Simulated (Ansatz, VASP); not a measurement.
One calculation of Ti, two programs

```
Ti
1.0
     3.11393    0.00000    0.00000
     0.00000    3.11393    0.00000
     0.00000    0.00000    3.11393
Ti
2
Direct
  0.00000 0.00000 0.00000
  0.50000 0.50000 0.50000
```

Alike in both runs: task single point; functional PBEsol; k mesh 16 × 16 × 16; occupations gaussian, width 0.1 eV; no spin polarisation; Hubbard terms Ti d U = 4.0 eV.

|  | VASP | Ansatz |
| --- | --- | --- |
| version | VASP 6.6.1 | Ansatz 0.2.0 |
| potentials or method | VASP PAW PBE potentials, release 64 (Ti_sv), cutoff 520 eV | scalar-relativistic, plane waves, PAW |
| valence electrons in the cell | 24 | 24 |

```csv
,VASP,Ansatz,Ansatz less VASP
gap on the k mesh at the Fermi level (eV),none,none,-
pressure (GPa),27.1,19.2,-7.90
```

VASP's potentials were made for PBE, not for PBEsol. The programs project onto different local orbitals, so the same U acts differently, and such runs can settle in different states. A gap of «none» marks a metal or a gap that the smearing closes. Ansatz's warnings: filled band counts differ across k points.
